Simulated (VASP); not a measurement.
A run of VASP 6.6.1 is set up as follows.

Contents of INCAR:

```
SYSTEM = CdS3
PREC = Accurate ; ENCUT = 500
EDIFF = 1E-6 ; ISMEAR = 0
SIGMA = 0.1 ; LREAL = .False.
LASPH = .True. ; NELM = 120
ALGO = Normal ; ISIF = 2
LWAVE = .False. ; LCHARG = .False.
GGA = PE ; NBANDS = 23
GGA_COMPAT = .False.
```

Contents of KPOINTS:

```
regular mesh
0
Gamma
  16 16 4
  0 0 0
```

File POSCAR:

```
CdS3
1.0
    2.8312230592      0.0000000000      0.0000000000
    0.0000000000      2.8312230592      0.0000000000
    0.0000000000      0.0000000000     11.4414090125
Cd S
1 3
Direct
    0.0000000000      0.0000000000      0.0000000000
    0.5000000000      0.5000000000      0.8265916622
    0.0000000000      0.0000000000      0.5000000000
    0.5000000000      0.5000000000      0.1734083378
```

Potentials or basis: VASP PAW PBE potentials, release 64 (Cd, S).

The run is started by

```sh
$ cat potpaw_PBE.64/Cd/POTCAR potpaw_PBE.64/S/POTCAR > POTCAR
$ mpirun -np 1 vasp_std > vasp.out
```

(1) Estimate the pressure.

(2) Predict the largest force.

(3) Estimate the band gap on the k mesh.

Results:

(1) 0.3 GPa.

(2) 0.049 eV/Å.

(3) zero (bands 15 and 16 overlap by 3.15 eV).
